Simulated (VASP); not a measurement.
Set up this calculation in VASP 6.6.1, as the native input.

```
Task                   : single point
Functional             : LDA
Potentials or basis    : VASP PAW LDA potentials, release 64 (Pb_d, Te)
Cutoff                 : 520 eV
k mesh                 : 8 × 8 × 8
Occupations            : gaussian, width 0.01 eV
Spin                   : non-collinear spin, zero start, spin-orbit coupling
Starting moments       : [[0.0, 0.0, 0.0], [0.0, 0.0, 0.0]] μB
Dipole correction      : no
Further INCAR settings : ALGO = Normal; EDIFF = 1e-06; NBANDS = 32
```

The structure of TePb lies in POSCAR:

```
TePb
1.0
    0.0000000000      3.2190000000      3.2190000000
    3.2190000000      0.0000000000      3.2190000000
    3.2190000000      3.2190000000      0.0000000000
Pb Te
1 1
Direct
    0.0000000000      0.0000000000      0.0000000000
    0.5000000000      0.5000000000      0.5000000000
```

These files were run (other wordings do the same):

INCAR

```
  PREC = Accurate
  ENCUT = 520
  EDIFF = 1E-6
  ISMEAR = 0
  SIGMA = 0.01
  LREAL = False
  LASPH = True
  NELM = 150
  ALGO = Normal
  ISIF = 2
  LWAVE = False
  LCHARG = True
  MAGMOM = 0 0 0 0 0 0
  LORBIT = 11
  LSORBIT = True
  GGA_COMPAT = False
  LORBMOM = True
  GGA = CA
  LVHAR = True
  NBANDS = 32
```

KPOINTS

```
Automatic mesh
0
Gamma
  8 8 8
```

Potentials or basis: VASP PAW LDA potentials, release 64 (Pb_d, Te).

Run with:

```console
$ cat potpaw_LDA.64/Pb_d/POTCAR potpaw_LDA.64/Te/POTCAR > POTCAR
$ mpirun -np 1 vasp_ncl > vasp.out
```

It gave:

```json
{
  "Pressure": "-1.3 GPa",
  "Net moment": "0.00 μB per cell",
  "Valence electrons inside the program's atomic spheres": "Pb 11.90; Te 3.39"
}
```

Run time: 63 s on 1 thread of Intel(R) Xeon(R) 6975P-C (Granite Rapids), with other jobs on the host, peak memory 0.34 GiB.
